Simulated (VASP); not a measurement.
Write the native input for VASP 6.6.1 that does the following.

```
Task                   : single point
Functional             : PBE
Potentials or basis    : VASP PAW PBE potentials, release 64 (Li_sv)
Cutoff                 : 520 eV
k mesh                 : 16 × 16 × 16
Occupations            : fermi-dirac, width 0.05 eV
Spin                   : no spin polarisation
Dipole correction      : no
Further INCAR settings : ALGO = Normal; EDIFF = 1e-07; NBANDS = 8
```

The structure of Li lies in POSCAR:

```
Li
1.0
    0.0000000000      2.1834949234      2.1834949234
    2.1834949234      0.0000000000      2.1834949234
    2.1834949234      2.1834949234      0.0000000000
Li
1
Direct
    0.0000000000      0.0000000000      0.0000000000
```

This cell differs from its parent crystal: volume scaled by 0.975.

One way to write it, as run:

INCAR

```
SYSTEM = Li
  ALGO = Normal
  EDIFF = 1E-7
  ENCUT = 520
  GGA = PE
  ISIF = 2
  ISMEAR = -1
  LASPH = .TRUE.
  LCHARG = .FALSE.
  LREAL = .FALSE.
  LWAVE = .FALSE.
  NBANDS = 8
  NELM = 60
  PREC = Accurate
  SIGMA = 0.05
```

KPOINTS

```
k-points
0
G
  16 16 16
  0 0 0
```

Potentials or basis: VASP PAW PBE potentials, release 64 (Li_sv).

Launch:

```sh
$ cat potpaw_PBE.64/Li_sv/POTCAR > POTCAR
$ mpirun -np 1 vasp_std > vasp.out
```

Wall time 6.3 s on 1 thread of Intel(R) Xeon(R) 6975P-C (Granite Rapids) (shared host), peak memory 0.14 GiB.
